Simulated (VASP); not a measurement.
Here is a VASP 6.6.1 calculation.

The input INCAR:

```
SYSTEM = ScS4
PREC = Accurate
ENCUT = 600
EDIFF = 1E-7
ISMEAR = 0
SIGMA = 0.1
LREAL = .FALSE.
LASPH = .TRUE.
NELM = 80
ALGO = Normal
ISIF = 3
LWAVE = .FALSE.
LCHARG = .FALSE.
GGA = PE
IBRION = 2
NSW = 100
EDIFFG = -0.01
```

KPOINTS

```
Automatic mesh
0
G
  12 12 4
  0 0 0
```

File POSCAR:

```
ScS4
1.0
    3.6208640477      0.0000000000      0.0000000000
   -1.8104320238      3.1357602489      0.0000000000
    0.0000000000      0.0000000000     10.2591840992
Sc S
1 4
Direct
    0.0000000000      0.0000000000      0.0000000000
    0.0000000000      0.0000000000      0.4077442083
    0.0000000000      0.0000000000      0.5922557917
    0.6666666667      0.3333333333      0.8578523942
    0.3333333333      0.6666666667      0.1421476058
```

Potentials or basis: VASP PAW PBE potentials, release 64 (Sc_sv, S).

The run is started by

```bash
$ cat potpaw_PBE.64/Sc_sv/POTCAR potpaw_PBE.64/S/POTCAR > POTCAR
$ mpirun -np 1 vasp_std > vasp.out
```

**Question.** Estimate the band gap on the k mesh.

**Answer.** Zero (an odd number of electrons rules out a gap without spin polarisation).

**Question.** Estimate the space group after relaxing (to 0.1 Å).

**Answer.** P-3m1 (No. 164).

**Question.** Predict the relaxed volume.

**Answer.** 23.60 Å³/atom.

**Question.** Estimate the relaxed cell.

**Answer.** a = 3.547 Å, b = 3.547 Å, c = 10.832 Å, α = 90.00°, β = 90.00°, γ = 120.00°.

Step by step:
```
step  energy change (eV)  largest force (eV/Å)  pressure (GPa)  volume (Å³)
   1              0.0000                0.1865           -0.24       116.48
   2             -0.0017                0.2760            0.37       115.89
   3             -0.0020                0.1359            0.19       116.06
   4             -0.0039                0.1164            0.20       115.95
   5             -0.0081                0.0617            0.26       115.60
   6             -0.0104                0.0469            0.42       114.87
   7             -0.0116                0.0767            0.16       115.41
   8             -0.0119                0.1035           -0.07       115.91
   9             -0.0123                0.1481            0.07       116.22
  10             -0.0124                0.0851            0.02       116.11
  11             -0.0132                0.0704            0.03       116.35
  12             -0.0149                0.0410            0.05       117.07
  13             -0.0151                0.0659            0.13       118.51
  14             -0.0155                0.0317            0.09       117.91
  15             -0.0144                0.2682           -0.33       118.44
  16             -0.0156                0.0337            0.00       118.03
  17             -0.0157                0.0070           -0.05       118.16
  18             -0.0157                0.0088           -0.08       118.23
  19             -0.0158                0.0097           -0.07       118.17
  20             -0.0161                0.0124           -0.03       117.99
  21             -0.0159                0.0173            0.06       117.64
  22             -0.0161                0.0133            0.00       117.88
  23             -0.0161                0.0107            0.01       117.89
  24             -0.0161                0.0195            0.01       117.90
  25             -0.0161                0.0119            0.03       117.91
  26             -0.0162                0.0117            0.05       117.94
  27             -0.0162                0.0075            0.04       117.93
  28             -0.0162                0.0067            0.04       117.96
  29             -0.0162                0.0059            0.04       118.00
```

Caveat: this functional lacks dispersion, which binds layers or chains, so the pressure and a relaxed spacing across them are unreliable; an odd number of electrons without spin polarisation forces a metal; a magnetic or distorted state may lie lower.
